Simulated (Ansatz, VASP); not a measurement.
# One calculation of NaMgI3, two programs

File POSCAR:

```
NaMgI3
1.0
    5.7593869811      0.0000000000      0.0000000000
    0.0000000000      5.7593869811      0.0000000000
    0.0000000000      0.0000000000      5.8027994458
Na Mg I
1 1 3
Direct
    0.0000000000      0.0000000000      0.0000000000
    0.5000000000      0.5000000000      0.5000000000
    0.5000000000      0.5000000000      0.0000000000
    0.5000000000      0.0000000000      0.5000000000
    0.0000000000      0.5000000000      0.5000000000
```

Contents of INCAR.step1:

```
ALGO = Normal
EDIFF = 1E-4
ENCUT = 520
GGA = PE
ISMEAR = 0
LASPH = T
LCHARG = F
LREAL = F
LWAVE = T
NBANDS = 23
NELM = 80
PREC = Accurate
SIGMA = 0.01
```

File INCAR.step2:

```
ALGO = Normal
EDIFF = 1E-6
ENCUT = 520
ISIF = 2
ISMEAR = 0
ISTART = 1
LASPH = T
LCHARG = T
LELF = T
LMIXTAU = T
LREAL = F
LVHAR = T
LWAVE = F
METAGGA = R2SCAN
NBANDS = 23
NELM = 80
PREC = Accurate
SIGMA = 0.01
```

File KPOINTS:

```
k-points
0
Gamma
  4 4 4
```

Input for Ansatz:

```yaml
crystal:
  lattice:
    - [5.7593869811, 0.0, 0.0]
    - [0.0, 5.7593869811, 0.0]
    - [0.0, 0.0, 5.8027994458]
  atoms:
    - { symbol: Na, position: [0.0, 0.0, 0.0] }
    - { symbol: Mg, position: [0.5, 0.5, 0.5] }
    - { symbol: I, position: [0.5, 0.5, 0.0] }
    - { symbol: I, position: [0.5, 0.0, 0.5] }
    - { symbol: I, position: [0.0, 0.5, 0.5] }
kpoints:
  mp_grid: { grid: [4, 4, 4] }
  band_path:
    path: [[0.0, 0.0, 0.0], [0.0, 0.5, 0.0], [0.5, 0.5, 0.0], [0.5, 0.5, 0.5]]
    npoints: 1
hamiltonian:
  xc: r2scan
scf:
  occupations: { method: fixed }
  n_extra_bands: 5
output:
  forces: true
  stress: true
  eigenvalues: true
```

Change from the starting cell: epitaxial_xy strain -0.5%.

Alike in both runs: task single point; functional r2SCAN; k mesh 4 × 4 × 4; no spin polarisation.

|  | VASP | Ansatz |
| --- | --- | --- |
| version | VASP 6.6.1 | Ansatz 0.2.0 |
| potentials or method | VASP PAW PBE potentials, release 64 (Na_pv, Mg, I) | plane waves, PAW |
| plane-wave cutoff (eV) | 520 | 500 |
| occupations | gaussian, width 0.01 eV | fixed |
| valence electrons in the cell | 30 | 70 |

```tsv
	VASP	Ansatz	Ansatz less VASP
gap on the k mesh at the Fermi level (eV)	1.78	1.81	+0.036
pressure (GPa)	0.1	0.2	+0.08
traceless stress, the component that is largest in VASP (GPa)	-0.11	-0.11	-0.004
```

VASP's potentials were made for PBE, not for r2SCAN. VASP's potentials hold 30 valence electrons a cell and Ansatz's 70, so a difference there can come from the potentials and not from the codes.

Neither program's run includes spin-orbit coupling.
